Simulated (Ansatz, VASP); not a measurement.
## N in VASP and in Ansatz

File INCAR:

```
SYSTEM = N
PREC = Accurate
ENCUT = 520
EDIFF = 1E-7
ISMEAR = 0
SIGMA = 0.01
LREAL = .False.
LASPH = .True.
NELM = 60
ALGO = Normal
ISIF = 2
LWAVE = .False.
LCHARG = .False.
GGA = PS
NBANDS = 18
```

KPOINTS

```
regular mesh
0
Gamma
  6 6 2
  0 0 0
```

Contents of POSCAR:

```
N
1.0
    3.5792593765      0.0000000000      0.0000000000
   -1.7896296883      3.0997295467      0.0000000000
    0.0000000000      0.0000000000      7.6409886428
N
4
Direct
    0.3333333333      0.6666666667      0.3215760740
    0.3333333333      0.6666666667      0.1784239260
    0.6666666667      0.3333333333      0.8215760740
    0.6666666667      0.3333333333      0.6784239260
```

Input for Ansatz:

```yaml
crystal:
  lattice:
    - [3.5792593765, 0.0, 0.0]
    - [-1.7896296883, 3.0997295467, 0.0]
    - [0.0, 0.0, 7.6409886428]
  atoms:
    - { symbol: "N", position: [0.3333333333, 0.6666666667, 0.321576074] }
    - { symbol: "N", position: [0.3333333333, 0.6666666667, 0.178423926] }
    - { symbol: "N", position: [0.6666666667, 0.3333333333, 0.821576074] }
    - { symbol: "N", position: [0.6666666667, 0.3333333333, 0.678423926] }
kpoints:
  mp_grid: { grid: [6, 6, 2] }
hamiltonian:
  xc: pbesol
scf:
  occupations: { method: fixed }
  n_extra_bands: 5
output:
  forces: true
  stress: true
  eigenvalues: true
  write_density: true
  write_potential: true
  elf: true
  volumetric_format: npy
```

Alike in both runs: task single point; functional PBEsol; k mesh 6 × 6 × 2; no spin polarisation.

|  | VASP | Ansatz |
| --- | --- | --- |
| version | VASP 6.6.1 | Ansatz 0.2.0 |
| potentials or method | VASP PAW PBE potentials, release 64 (N) | plane waves, PAW |
| plane-wave cutoff (eV) | 520 | 420 |
| occupations | gaussian, width 0.01 eV | fixed |
| valence electrons in the cell | 20 | 20 |

|  | VASP | Ansatz | Ansatz less VASP |
| --- | --- | --- | --- |
| gap on the k mesh at the Fermi level (eV) | 6.98 | 7.03 | +0.048 |
| pressure (GPa) | 4.4 | 1.8 | -2.53 |
| traceless stress, the component that is largest in VASP (GPa) | 7.77 | 2.27 | -5.497 |
| rms of the force components (eV/Å) | 1.693 | 0.521 | -1.1728 |

VASP's potentials were made for PBE, not for PBEsol. Atom by atom the forces differ by 1.173 eV/Å (rms over components).

Noted on VASP's run: the standard files for N, O and F lose accuracy on very short bonds.
